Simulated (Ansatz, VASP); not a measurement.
# HfTe2W2 in VASP and in Ansatz

```
CELL_PARAMETERS angstrom
4.63714 0.00000 0.00000
0.00000 4.63714 0.00000
0.00000 0.00000 6.29014
ATOMIC_POSITIONS crystal
Hf 0.00000 0.00000 0.00000
Te 0.00000 0.50000 0.50000
Te 0.50000 0.00000 0.50000
W 0.50000 0.50000 0.24000
W 0.50000 0.50000 0.76000
```

Change from the starting cell: species swapped into the CeMg2Si2 type (P4/mmm, No. 123).

Alike in both runs: task relaxation of cell and atoms; functional PBE; k mesh 4 × 4 × 4; occupations gaussian, width 0.1 eV; no spin polarisation.

|  | VASP | Ansatz |
| --- | --- | --- |
| version | VASP 6.6.1 | Ansatz 0.2.0 |
| potentials or method | VASP PAW PBE potentials, release 64 (Hf_pv, Te, W_sv), cutoff 600 eV | scalar-relativistic, plane waves, PAW |
| valence electrons in the cell | 50 | 86 |

|  | VASP | Ansatz | Ansatz less VASP |
| --- | --- | --- | --- |
| gap on the k mesh at the Fermi level, each at its own relaxed structure (eV) | none | none | - |
| relaxed volume (Å³/atom) | 22.89 | 22.93 | +0.047 |
| relaxed cell length with the largest relative difference (Å) | 4.612 | 4.617 | +0.0046 |

A gap of «none» marks a metal or a gap that the smearing closes. VASP's potentials hold 50 valence electrons a cell and Ansatz's 86, so a difference there can come from the potentials and not from the codes.

Neither program's run includes spin-orbit coupling. Noted on VASP's run: the volume moved by over 15 % at a fixed basis, so the end points are rough.
